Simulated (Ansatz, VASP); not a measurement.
## MgS in VASP and in Ansatz

Contents of INCAR:

```
PREC     = Accurate       # precision mode
ENCUT    = 600            # plane-wave cutoff, eV
EDIFF    = 1E-6           # SCF threshold, eV
ISMEAR   = 0              # smearing method
SIGMA    = 0.1            # smearing width, eV
LREAL    = F              # projectors in reciprocal space
LASPH    = T              # aspherical terms in the spheres
NELM     = 80             # most SCF steps
ALGO     = Normal         # electronic algorithm
ISIF     = 3              # what is computed and relaxed
LWAVE    = F              # write WAVECAR
LCHARG   = F              # write CHGCAR
GGA      = PE             # functional
IBRION   = 2              # ionic algorithm
NSW      = 90             # ionic steps
EDIFFG   = -0.04          # ionic threshold
```

Contents of KPOINTS:

```
regular mesh
0
Gamma
  6 6 6
```

File POSCAR:

```
MgS
1.0
    3.3908764300      0.0000000000      0.0000000000
   -1.6954382200      2.9365851300      0.0000000000
    0.0000000000      0.0000000000      3.3011706400
Mg S
1 1
Direct
    0.6666666700      0.3333333300      0.5000000000
    0.0000000000      0.0000000000      0.0000000000
```

Input for Ansatz:

```yaml
crystal:
  lattice:
    - [3.39087643, 0.0, 0.0]
    - [-1.69543822, 2.93658513, 0.0]
    - [0.0, 0.0, 3.30117064]
  atoms:
    - { symbol: Mg, position: [0.66666667, 0.33333333, 0.5] }
    - { symbol: S, position: [0.0, 0.0, 0.0] }
basis:
  ecutwfc: 420
kpoints:
  mp_grid: { grid: [6, 6, 6] }
hamiltonian:
  xc: pbe
scf:
  occupations: { method: gaussian, width: 0.1 }
  lower_state_search: "off"
output:
  forces: true
  stress: true
  eigenvalues: true
relax:
  adjacent_minimum: "off"
  f_tol: 0.04
  max_steps: 70
  cell: { stress_tol: 0.4 }
```

Change from the starting cell: species swapped into the WC type (P-6m2, No. 187).

Alike in both runs: task relaxation of cell and atoms; functional PBE; k mesh 6 × 6 × 6; occupations gaussian, width 0.1 eV; no spin polarisation.

|  | VASP | Ansatz |
| --- | --- | --- |
| version | VASP 6.6.1 | Ansatz 0.2.0 |
| potentials or method | VASP PAW PBE potentials, release 64 (Mg, S), cutoff 600 eV | scalar-relativistic, plane waves, PAW |
| valence electrons in the cell | 8 | 16 |

Ansatz gave:

- gap on the k mesh at the Fermi level, each at its own relaxed structure (eV): 1.15
- relaxed volume (Å³/atom): 18.65
- relaxed cell length with the largest relative difference (Å): 3.305

Question: What did VASP give for the same quantities?

Answer: gap on the k mesh at the Fermi level, each at its own relaxed structure (eV): 1.13; relaxed volume (Å³/atom): 18.64; relaxed cell length with the largest relative difference (Å): 3.303.

VASP's potentials hold 8 valence electrons a cell and Ansatz's 16, so a difference there can come from the potentials and not from the codes.
